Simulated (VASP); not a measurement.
**MoS2: single point with PBE+D3(BJ)**

MoS2:

```
Mo S
1.0
     3.24383    0.00000    0.00000
    -1.62192    2.80924    0.00000
     0.00000    0.00000   11.90939
Mo S
2 4
Direct
  0.33333 0.66667 0.25000
  0.66667 0.33333 0.75000
  0.33333 0.66667 0.62049
  0.66667 0.33333 0.12049
  0.33333 0.66667 0.87951
  0.66667 0.33333 0.37951
```

This cell differs from its parent crystal: strain +0.030 along x and y, -0.015 along z.

| Item | Value |
| --- | --- |
| Program | VASP 6.6.1 |
| Task | single point |
| Functional | PBE |
| Dispersion | D3(BJ) |
| Potentials or basis | VASP PAW PBE potentials, release 64 (Mo_sv, S) |
| Cutoff | 520 eV |
| k mesh | 12 × 12 × 4 |
| Occupations | gaussian, width 0.05 eV |
| Spin | no spin polarisation |
| Dipole correction | no |
| Further INCAR settings | ALGO = Normal; EDIFF = 1e-07; NBANDS = 35 |

```
Pressure                   : -5.8 GPa
Largest force              : 0.166 eV/Å
Band gap on the k mesh     : 0.54 eV (least direct gap 1.41 eV)
Dispersion energy per atom : -0.418 eV
```

Forces in eV/Å, atoms in the order of the input:
```
Mo   0.000  0.000  0.000
Mo   0.000  0.000  0.000
S    0.000  0.000  0.166
S    0.000  0.000  0.166
S    0.000  0.000 -0.166
S    0.000  0.000 -0.166
```

Stress tensor (GPa, compression positive):
```
-8.14  0.00  0.00
 0.00 -8.14  0.00
 0.00  0.00 -1.06
```

Levels at points of the mesh, in eV from the valence-band top:
```tsv
k point	band 23	band 24	band 25	band 26	band 27	band 28	band 29	band 30
(0.00, 0.00, 0.00)	-2.49	-1.09	-0.94	0.00	1.69	1.69	1.72	1.72
(0.50, 0.00, 0.00)	-2.20	-1.92	-1.63	-1.39	1.11	1.18	1.55	1.77
(0.00, 0.00, 0.50)	-2.49	-2.49	-0.20	-0.20	1.69	1.69	1.69	1.69
(0.50, 0.00, 0.50)	-2.06	-2.06	-1.49	-1.49	1.14	1.14	1.67	1.67
```

Run time: 96 s on 1 thread of Intel(R) Xeon(R) 6975P-C (Granite Rapids) (shared host), peak memory 0.33 GiB.

Caveat: the cell differs from its parent crystal (strain +0.030 along x and y, -0.015 along z); the stress differs along the axes, from -8 to -1 GPa; semilocal functionals underestimate gaps, and a narrow one can read as zero. A k mesh can miss the band edges.
